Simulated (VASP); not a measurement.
# PbSe (Fm-3m) in VASP: further runs

PbSe is run at these levels: r2SCAN; tasks: single point.

Program: VASP 6.6.1. These are calculated values, not measurements. Logs are shortened: lines on timing, memory, paths and dates and some standing lists are left out, and cuts for length are marked.

### Step 1. The cell of the first run

It takes space group Fm-3m (No. 225, cubic). The conventional cell has a = 6.054 Å, b = 6.054 Å, c = 6.054 Å, α = 90.00°, β = 90.00°, γ = 90.00°. Within 4.0 Å of Pb (site symmetry m-3m) lie 6 Se at 3.03 Å. Se (site symmetry m-3m) has 6 Pb at 3.03 Å within 4.0 Å.

### Step 2. Single point, r2SCAN (strain -2.0%)

Input file POSCAR:

```
PbSe
1.0
    0.0000000000      3.0269281751      3.0269281751
    3.0269281751      0.0000000000      3.0269281751
    3.0269281751      3.0269281751      0.0000000000
Pb Se
1 1
Direct
    0.0000000000      0.0000000000      0.0000000000
    0.5000000000      0.5000000000      0.5000000000
```

Input file INCAR.step1:

```
PREC     = Accurate       # precision mode
ENCUT    = 520            # plane-wave cutoff, eV
ISMEAR   = 0              # smearing method
SIGMA    = 0.01           # smearing width, eV
LREAL    = F              # projectors in reciprocal space
LASPH    = T              # aspherical terms in the spheres
NELM     = 80             # most SCF steps
NBANDS   = 17             # bands
GGA      = PE             # functional
ALGO     = Normal         # electronic algorithm
EDIFF    = 1E-4           # SCF threshold, eV
LWAVE    = T              # write WAVECAR
LCHARG   = F              # write CHGCAR
```

Input file INCAR.step2:

```
PREC     = Accurate       # precision mode
ENCUT    = 520            # plane-wave cutoff, eV
EDIFF    = 1E-6           # SCF threshold, eV
ISMEAR   = 0              # smearing method
SIGMA    = 0.01           # smearing width, eV
LREAL    = F              # projectors in reciprocal space
LASPH    = T              # aspherical terms in the spheres
NELM     = 80             # most SCF steps
ALGO     = Normal         # electronic algorithm
ISIF     = 2              # what is computed and relaxed
LWAVE    = F              # write WAVECAR
LCHARG   = T              # write CHGCAR
METAGGA  = R2SCAN         # meta-GGA
LMIXTAU  = T            
LELF     = T              # ELF
LVHAR    = T            
NBANDS   = 17             # bands
ISTART   = 1
```

Input file KPOINTS:

```
Automatic mesh
0
Gamma
  8 8 8
```

Potentials or basis: VASP PAW PBE potentials, release 64 (Pb_d, Se).

Launch:

```bash
cat potpaw_PBE.64/Pb_d/POTCAR potpaw_PBE.64/Se/POTCAR > POTCAR
cp INCAR.step1 INCAR
mpirun -np 1 vasp_std > vasp.out
cp INCAR.step2 INCAR
mpirun -np 1 vasp_std > vasp.out
```

OUTCAR:

```text
PREC = Accurate
   ENCUT = 520
   EDIFF = 1E-6
   ISMEAR = 0
   LREAL = F
   LASPH = T
   NELM = 80
   ISIF = 2
   METAGGA = R2SCAN
   ISTART = 1

 ion  position               nearest neighbor table
   1  0.000  0.000  0.000-   2 3.03   2 3.03   2 3.03   2 3.03   2 3.03   2 3.03
   2  0.500  0.500  0.500-   1 3.03   1 3.03   1 3.03   1 3.03   1 3.03   1 3.03

  LATTYP: Found a face centered cubic cell.
 ALAT       =     6.0538563502

  Lattice vectors:

 A1 = (   0.0000000000,   3.0269281751,   3.0269281751)
 A2 = (   3.0269281751,   0.0000000000,   3.0269281751)
 A3 = (   3.0269281751,   3.0269281751,   0.0000000000)

Analysis of symmetry for initial positions (statically):
=====================================================================
 Subroutine PRICEL returns:
 Original cell was already a primitive cell.

 Routine SETGRP: Setting up the symmetry group for a
 face centered cubic supercell.

 Subroutine GETGRP returns: Found 48 space group operations
 (whereof 48 operations were pure point group operations)
 out of a pool of 48 trial point group operations.

The static configuration has the point symmetry O_h .

Analysis of symmetry for dynamics (positions and initial velocities):
=====================================================================
 Subroutine PRICEL returns:
 Original cell was already a primitive cell.

 Routine SETGRP: Setting up the symmetry group for a
 face centered cubic supercell.

 Subroutine GETGRP returns: Found 48 space group operations
 (whereof 48 operations were pure point group operations)
 out of a pool of 48 trial point group operations.

The dynamic configuration has the point symmetry O_h .

 Subroutine INISYM returns: Found 48 space group operations
 (whereof 48 operations are pure point group operations),
 and found     1 'primitive' translations

----------------------------------------------------------------------------------------

                                     Primitive cell

  volume of cell :      55.4672

  direct lattice vectors                    reciprocal lattice vectors
     0.000000000  3.026928175  3.026928175    -0.165183966  0.165183966  0.165183966
     3.026928175  0.000000000  3.026928175     0.165183966 -0.165183966  0.165183966
     3.026928175  3.026928175  0.000000000     0.165183966  0.165183966 -0.165183966

  length of vectors
     4.280722878  4.280722878  4.280722878     0.286107021  0.286107021  0.286107021

  position of ions in fractional coordinates (direct lattice)
     0.000000000  0.000000000  0.000000000
     0.500000000  0.500000000  0.500000000

  ion indices of the primitive-cell ions
   primitive index   ion index
                 1           1
                 2           2

----------------------------------------------------------------------------------------

 KPOINTS: Automatic mesh

Automatic generation of k-mesh.
 Grid dimensions read from file:
 generate k-points for:    8    8    8

 Generating k-lattice:

  Cartesian coordinates                     Fractional coordinates (reciprocal lattice)
    -0.020647996  0.020647996  0.020647996     0.125000000  0.000000000  0.000000000
     0.020647996 -0.020647996  0.020647996     0.000000000  0.125000000  0.000000000
     0.020647996  0.020647996 -0.020647996     0.000000000  0.000000000  0.125000000

  Length of vectors
     0.035763378  0.035763378  0.035763378

  Shift w.r.t. Gamma in fractional coordinates (k-lattice)
     0.000000000  0.000000000  0.000000000

 Subroutine IBZKPT returns following result:
 ===========================================

 Found     29 irreducible k-points:

 Following reciprocal coordinates:
            Coordinates               Weight
  0.000000  0.000000  0.000000      1.000000
  0.125000  0.000000  0.000000      8.000000
  0.250000  0.000000  0.000000      8.000000
  0.375000  0.000000  0.000000      8.000000
  0.500000  0.000000  0.000000      4.000000
  0.125000  0.125000  0.000000      6.000000
[... 16 lines left out ...]
  0.500000  0.250000  0.125000     48.000000
 -0.375000  0.250000  0.125000     24.000000
 [... further k-points ...]
   k-points           NKPTS =     29   k-points in BZ     NKDIM =     29   number of bands    NBANDS=     17
   number of dos      NEDOS =    301   number of ions     NIONS =      2
   total plane-waves  NPLWV =  32768
   dimension x,y,z NGX =    32 NGY =   32 NGZ =   32
   dimension x,y,z NGXF=    64 NGYF=   64 NGZF=   64
   ions per type =               1   1
   NGX,Y,Z   is equivalent  to a cutoff of  12.43, 12.43, 12.43 a.u.
   NGXF,Y,Z  is equivalent  to a cutoff of  24.86, 24.86, 24.86 a.u.
 SYSTEM =  unknown system
   PREC   = accura    normal or accurate (medium, high low for compatibility)
   ISTART =      1    job   : 0-new  1-cont  2-samecut
   ICHARG =      0    charge: 1-file 2-atom 10-const
   ISPIN  =      1    spin polarized calculation?
   LNONCOLLINEAR =      F non collinear calculations
   LSORBIT =      F    spin-orbit coupling
   LASPH  =      T    aspherical Exc in radial PAW
   ENCUT  =  520.0 eV  38.22 Ry    6.18 a.u.   7.96  7.96  7.96*2*pi/ulx,y,z
   NELM   =     80;   NELMIN=  2; NELMDL=  0     # of ELM steps
   EDIFF  = 0.1E-05   stopping-criterion for ELM
   LREAL  =      F    real-space projection
   EDIFFG = 0.1E-04   stopping-criterion for IOM
   NSW    =      0    number of steps for IOM
   IBRION =     -1    ionic relax: 0-MD 1-quasi-New 2-CG
   NFREE  =      0    steps in history (QN), initial steepest desc. (CG)
   ISIF   =      2    stress and relaxation
   ISYM   =      2    0-nonsym 1-usesym 2-fastsym
   POTIM  = 0.5000    time-step for ionic-motion
   TEBEG  =    0.0;   TEEND  =   0.0 temperature during run
   PSTRESS=    0.0 pullay stress
   NELECT =      20.0000    total number of electrons
   NUPDOWN=      -1.0000    fix difference up-down
   EMIN   =  10.00;   EMAX   =-10.00  energy-range for DOS
   EFERMI =   0.00;   METHOD = LEGACY
   ISMEAR =     0;   SIGMA  =   0.01  broadening in eV -4-tet -1-fermi 0-gaus
   EFERMI_NEDOS =   21; number of points for ismear=-14 and -15
   IALGO  =     38    algorithm
   IMIX   =      4    mixing-type and parameters
     AMIX     =   0.40;   BMIX     =  1.00
     AMIX_MAG =   1.60;   BMIX_MAG =  1.00
  volume/ion in A,a.u.               =      27.73       187.16
  Fermi-wavevector in a.u.,A,eV,Ry     =   1.165215  2.201937 18.472982  1.357726
  Thomas-Fermi vector in A             =   2.301743
   LORBIT       =      0    0 simple, 1 ext, 2 COOP (PROOUT), +10 PAW based schemes
   METAGGA = R2SCAN    functional components
   LHFCALC =     F    Hartree Fock is set to
   AEXX    =    0.0000 exact exchange contribution
   IVDW    =     0    specifies the selected vdW correction
   LEPSILON=     F    determine dielectric tensor
   LRPA    =     F    only Hartree local field effects (RPA)
 non-spin polarized calculation
 Gauss-broadening in eV      SIGMA  =   0.01
  energy-cutoff  :      520.00
  volume of cell :       55.47
 maximum number of plane-waves:      1524
   NGX = 15   NGY = 15   NGZ = 15

 number of electron      20.0000006 magnetization

 Free energy of the ion-electron system (eV)
  ---------------------------------------------------
  ext. energy  EPLUGINS =         0.00000000
  ---------------------------------------------------
  free energy    TOTEN  =       -71.90144486 eV

  energy without entropy =      -71.90144486  energy(sigma->0) =      -71.90144486

 E-fermi :   5.4299     XC(G=0): -10.2347

 val. band max:        5.3869574118   @ k =   0.5000   0.0000   0.0000
 cond. band min:       5.8438984306   @ k =   0.5000   0.0000   0.0000
 fundamental gap:      0.4569410187
 Fermi energy:         5.4299463206

 k-point     1 :       0.0000    0.0000    0.0000
  band No.  band energies     occupation
      1     -12.1826      2.00000
      2     -12.1826      2.00000
      3     -12.1826      2.00000
      4     -12.1817      2.00000
      5     -12.1817      2.00000
      6      -9.1100      2.00000
[... 9 lines left out ...]
     16      12.2236      0.00000
     17      13.8807      0.00000

 k-point     2 :       0.1250    0.0000    0.0000
  band No.  band energies     occupation
      1     -12.1865      2.00000
      2     -12.1864      2.00000
      3     -12.1820      2.00000
      4     -12.1769      2.00000
      5     -12.1769      2.00000
      6      -8.9799      2.00000
[... 9 lines left out ...]
     16      12.5899      0.00000
     17      15.1729      0.00000

 k-point     3 :       0.2500    0.0000    0.0000
  band No.  band energies     occupation
      1     -12.1975      2.00000
      2     -12.1975      2.00000
      3     -12.1809      2.00000
      4     -12.1637      2.00000
      5     -12.1637      2.00000
      6      -8.6212      2.00000
[... 9 lines left out ...]
     16      13.5009      0.00000
     17      17.3048      0.00000

 k-point     4 :       0.3750    0.0000    0.0000
  band No.  band energies     occupation
      1     -12.2085      2.00000
      2     -12.2085      2.00000
      3     -12.1802      2.00000
      4     -12.1504      2.00000
      5     -12.1504      2.00000
      6      -8.1644      2.00000
[... 9 lines left out ...]
     16      14.8571      0.00000
     17      17.5563      0.00000

 k-point     5 :       0.5000    0.0000    0.0000
  band No.  band energies     occupation
      1     -12.2131      2.00000
      2     -12.2130      2.00000
      3     -12.1800      2.00000
      4     -12.1449      2.00000
      5     -12.1448      2.00000
      6      -7.9250      2.00000
[... 9 lines left out ...]
     16      16.0007      0.00000
     17      16.1052      0.00000

 k-point     6 :       0.1250    0.1250    0.0000
  band No.  band energies     occupation
      1     -12.1951      2.00000
      2     -12.1856      2.00000
      3     -12.1785      2.00000
      4     -12.1756      2.00000
      5     -12.1756      2.00000
      6      -8.9337      2.00000
[... 9 lines left out ...]
     16      13.3014      0.00000
     17      14.8129      0.00000
[... 281 lines left out ...]
 k-point    21 :       0.5000    0.5000    0.0000
  band No.  band energies     occupation
      1     -12.3514      2.00000
      2     -12.2032      2.00000
      3     -12.1600      2.00000
      4     -12.1316      2.00000
      5     -12.1316      2.00000
      6      -7.4675      2.00000
[... 9 lines left out ...]
     16      18.0449      0.00000
     17      18.5534      0.00000

 k-point    22 :       0.3750    0.2500    0.1250
  band No.  band energies     occupation
      1     -12.2347      2.00000
      2     -12.1861      2.00000
      3     -12.1855      2.00000
      4     -12.1585      2.00000
      5     -12.1541      2.00000
      6      -8.3054      2.00000
[... 9 lines left out ...]
     16      15.5137      0.00000
     17      15.9385      0.00000

 k-point    23 :       0.5000    0.2500    0.1250
  band No.  band energies     occupation
      1     -12.2515      2.00000
      2     -12.1941      2.00000
      3     -12.1782      2.00000
      4     -12.1555      2.00000
      5     -12.1465      2.00000
      6      -7.8954      2.00000
[... 9 lines left out ...]
     16      15.8759      0.00000
     17      17.1127      0.00000

 k-point    24 :      -0.3750    0.2500    0.1250
  band No.  band energies     occupation
      1     -12.2576      2.00000
      2     -12.1982      2.00000
      3     -12.1710      2.00000
      4     -12.1594      2.00000
      5     -12.1421      2.00000
      6      -7.6924      2.00000
[... 9 lines left out ...]
     16      16.7476      0.00000
     17      16.9990      0.00000

 [... further k-points ...]
[... 5 lines left out ...]
  --------------------------------------------------------------------------------------
  -------------------------------------------------------------------------------------
  Total        1.2427863      1.2427863      1.2427863      0.0000000      0.0000000     -0.0000000
  in kB       35.8980367     35.8980367     35.8980367      0.0000000      0.0000000     -0.0000000
  external PRESSURE =      35.8980367 kB  Pullay stress =       0.0000000 kB

 VOLUME and BASIS-vectors are now :
 -----------------------------------------------------------------------------
  energy-cutoff  :      520.00
  volume of cell :       55.47
      direct lattice vectors                 reciprocal lattice vectors
     0.000000000  3.026928175  3.026928175    -0.165183966  0.165183966  0.165183966
     3.026928175  0.000000000  3.026928175     0.165183966 -0.165183966  0.165183966
     3.026928175  3.026928175  0.000000000     0.165183966  0.165183966 -0.165183966

 POSITION                                       TOTAL-FORCE (eV/Angst)
 -----------------------------------------------------------------------------------
      0.00000      0.00000      0.00000         0.000000      0.000000      0.000000
      3.02693      3.02693      3.02693        -0.000000     -0.000000     -0.000000
 -----------------------------------------------------------------------------------
    total drift:                                0.000000     -0.000000     -0.000000

  FREE ENERGIE OF THE ION-ELECTRON SYSTEM (eV)
  ---------------------------------------------------
  free  energy   TOTEN  =       -71.9014448574 eV

  energy  without entropy=      -71.9014448574  energy(sigma->0) =      -71.90144486
```

Run time: 51 s. Hardware: 1 thread of AMD EPYC 9R45 (Zen 5), shared host; peak memory 0.17 GiB.

What came out:

```
Free energy            : -71.9014 eV
Pressure               : 3.6 GPa
Band gap on the k mesh : 0.46 eV
```

Levels at points of the mesh, in eV from the valence-band top:
| k point | band 7 | band 8 | band 9 | band 10 | band 11 | band 12 | band 13 | band 14 |
| --- | --- | --- | --- | --- | --- | --- | --- | --- |
| (0.00, 0.00, 0.00) | -6.33 | -2.24 | -2.24 | -2.24 | 5.07 | 5.07 | 5.07 | 6.84 |
| (0.50, 0.00, 0.00) | -9.32 | -1.79 | -1.79 | 0.00 | 0.46 | 1.79 | 1.79 | 9.09 |
| (0.50, 0.50, 0.00) | -7.66 | -5.49 | -3.66 | -3.66 | 3.83 | 6.09 | 6.09 | 6.59 |

Caveat: the cell differs from its parent crystal (strain -2.0%); the cell stands under pressure; the PAW data sets were made with another functional, which shifts forces and pressure a little; spin-orbit coupling is left out, which moves the levels of the heavy elements. A k mesh can miss the band edges.

### Step 3. Single point, r2SCAN (strain -1.0%)

Input file POSCAR:

```
PbSe
1.0
    0.0000000000      3.0578151973      3.0578151973
    3.0578151973      0.0000000000      3.0578151973
    3.0578151973      3.0578151973      0.0000000000
Pb Se
1 1
Direct
    0.0000000000      0.0000000000      0.0000000000
    0.5000000000      0.5000000000      0.5000000000
```

Input file INCAR.step1:

```
PREC = Accurate ; ENCUT = 520
ISMEAR = 0 ; SIGMA = 0.01
LREAL = F ; LASPH = T
NELM = 80 ; NBANDS = 17
GGA = PE ; ALGO = Normal
EDIFF = 1E-4 ; LWAVE = T
LCHARG = F
```

Input file INCAR.step2:

```
PREC = Accurate ; ENCUT = 520
EDIFF = 1E-6 ; ISMEAR = 0
SIGMA = 0.01 ; LREAL = F
LASPH = T ; NELM = 80
ALGO = Normal ; ISIF = 2
LWAVE = F ; LCHARG = T
METAGGA = R2SCAN ; LMIXTAU = T
LELF = T ; LVHAR = T
NBANDS = 17 ; ISTART = 1
```

Input file KPOINTS:

```
regular mesh
0
Gamma
  8 8 8
```

Potentials or basis: VASP PAW PBE potentials, release 64 (Pb_d, Se).

Launch:

```bash
cat potpaw_PBE.64/Pb_d/POTCAR potpaw_PBE.64/Se/POTCAR > POTCAR
cp INCAR.step1 INCAR
mpirun -np 1 vasp_std > vasp.out
cp INCAR.step2 INCAR
mpirun -np 1 vasp_std > vasp.out
```

Wall time 44 s (1 thread of AMD EPYC 9R45 (Zen 5), shared host); peak memory 0.17 GiB.

It converged, with:

```yaml
Free_energy: -71.9299 eV
Pressure: 1.7 GPa
Band_gap_on_the_k_mesh: 0.57 eV
```

Levels at points of the mesh, in eV from the valence-band top:
```tsv
k point	band 8	band 9	band 10	band 11	band 12	band 13
(0.00, 0.00, 0.00)	-2.05	-2.05	-2.05	5.04	5.04	5.04
(0.50, 0.00, 0.00)	-1.63	-1.63	0.00	0.57	1.90	1.90
(0.50, 0.50, 0.00)	-5.19	-3.42	-3.42	4.00	6.00	6.00
```

Caveat: the cell differs from its parent crystal (strain -1.0%); the PAW data sets were made with another functional, which shifts forces and pressure a little; spin-orbit coupling is left out, which moves the levels of the heavy elements. A k mesh can miss the band edges.

### Step 4. Single point, r2SCAN

This run uses another cell than the first one, of 29.47 Å³/atom.

Input file POSCAR:

```
PbSe
1.0
    0.0000000000      3.0887022195      3.0887022195
    3.0887022195      0.0000000000      3.0887022195
    3.0887022195      3.0887022195      0.0000000000
Pb Se
1 1
Direct
    0.0000000000      0.0000000000      0.0000000000
    0.5000000000      0.5000000000      0.5000000000
```

Input file INCAR.step1:

```
SYSTEM = PbSe
  ALGO = Normal
  EDIFF = 1E-4
  ENCUT = 520
  GGA = PE
  ISMEAR = 0
  LASPH = .TRUE.
  LCHARG = .FALSE.
  LREAL = .FALSE.
  LWAVE = .TRUE.
  NBANDS = 17
  NELM = 60
  PREC = Accurate
  SIGMA = 0.01
```

Input file INCAR.step2:

```
SYSTEM = PbSe
  ALGO = Normal
  EDIFF = 1E-6
  ENCUT = 520
  ISIF = 2
  ISMEAR = 0
  ISTART = 1
  LASPH = .TRUE.
  LCHARG = .TRUE.
  LELF = .TRUE.
  LMIXTAU = .TRUE.
  LREAL = .FALSE.
  LVHAR = .TRUE.
  LWAVE = .FALSE.
  METAGGA = R2SCAN
  NBANDS = 17
  NELM = 60
  PREC = Accurate
  SIGMA = 0.01
```

Input file KPOINTS:

```
k-points
0
G
  8 8 8
  0 0 0
```

Launch:

```bash
cat potpaw_PBE.64/Pb_d/POTCAR potpaw_PBE.64/Se/POTCAR > POTCAR
cp INCAR.step1 INCAR
mpirun -np 1 vasp_std > vasp.out
cp INCAR.step2 INCAR
mpirun -np 1 vasp_std > vasp.out
```

Run time: 43 s. Hardware: 1 thread of AMD EPYC 9R45 (Zen 5), shared host; peak memory 0.17 GiB.

It converged, with:

- Free energy: -71.9394 eV
- Pressure: 0.0 GPa
- Band gap on the k mesh: 0.67 eV

Levels at points of the mesh, in eV from the valence-band top:
```tsv
k point	band 7	band 8	band 9	band 10	band 11	band 12	band 13	band 14
(0.00, 0.00, 0.00)	-6.38	-1.88	-1.88	-1.88	5.00	5.00	5.00	7.04
(0.50, 0.00, 0.00)	-8.89	-1.48	-1.48	0.00	0.67	2.00	2.00	9.07
(0.50, 0.50, 0.00)	-7.48	-4.90	-3.19	-3.19	4.16	5.91	5.91	6.37
```

Caveat: the PAW data sets were made with another functional, which shifts forces and pressure a little; spin-orbit coupling is left out, which moves the levels of the heavy elements.

### Step 5. Summary

```csv
cell,gap on the mesh (eV),pressure (GPa)
"a = 4.281 Å, angles 60.0°, 2 atoms",0.46,3.6
"a = 4.324 Å, angles 60.0°, 2 atoms",0.57,1.7
"a = 4.368 Å, angles 60.0°, 2 atoms",0.67,0.0
```

Alike in all rows: task single point; level r2SCAN; potentials or basis VASP PAW PBE potentials, release 64 (Pb_d, Se); no spin polarisation; k mesh 8 × 8 × 8; cutoff (eV) 520; smearing gaussian 0.01 eV.

Caveats: the PAW data sets were made with another functional, which shifts forces and pressure a little; spin-orbit coupling is left out, which moves the levels of the heavy elements; the cell stands under pressure (at least some runs).

Absolute energies hang on the potentials; compare differences alone.
